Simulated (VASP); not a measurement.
Crystal: Al2Cu.

```
Al Cu
1.0
    -2.03034    2.03034    2.85109
     2.03034   -2.03034    2.85109
     2.03034    2.03034   -2.85109
Al Cu
2 1
Cartesian
  0.0000 2.0303 1.4255
  2.0303 0.0000 1.4255
  0.0000 0.0000 2.8511
```

| Property | Result |
| --- | --- |
| Program | VASP 6.6.1 |
| Task | relaxation of cell and atoms |
| Functional | PBE |
| Potentials or basis | VASP PAW PBE potentials, release 64 (Al, Cu) |
| Cutoff | 600 eV |
| k mesh | 16 × 16 × 16 |
| Occupations | gaussian, width 0.1 eV |
| Spin | no spin polarisation |

At the start: pressure 2.8 GPa; volume 15.67 Å³/atom.

Where does the relaxation end?

Over 7 steps the energy falls by 4.7 meV/atom and the volume is 16.15 Å³/atom (+3.1 %); space group Fm-3m (No. 225, to 0.1 Å) before and after.

The path:
| step | energy change (eV) | largest force (eV/Å) | pressure (GPa) | volume (Å³) |
| --- | --- | --- | --- | --- |
| 1 | 0.0000 | 0.0000 | 2.84 | 47.01 |
| 2 | -0.0126 | 0.0000 | -0.86 | 48.93 |
| 3 | -0.0139 | 0.0000 | -0.18 | 48.51 |
| 4 | -0.0139 | 0.0000 | 0.07 | 48.43 |
| 5 | -0.0139 | 0.0000 | 0.00 | 48.46 |
| 6 | -0.0140 | 0.0000 | 0.02 | 48.45 |
| 7 | -0.0141 | 0.0000 | 0.04 | 48.45 |

Final structure:
```xyz
3
Lattice="-2.0463 2.0463 2.8926 2.0463 -2.0463 2.8926 2.0463 2.0463 -2.8926" Properties=species:S:1:pos:R:3 pbc="T T T"
Al    0.0000    2.0463    1.4463
Al    2.0463    0.0000    1.4463
Cu    0.0000    0.0000    2.8926
```
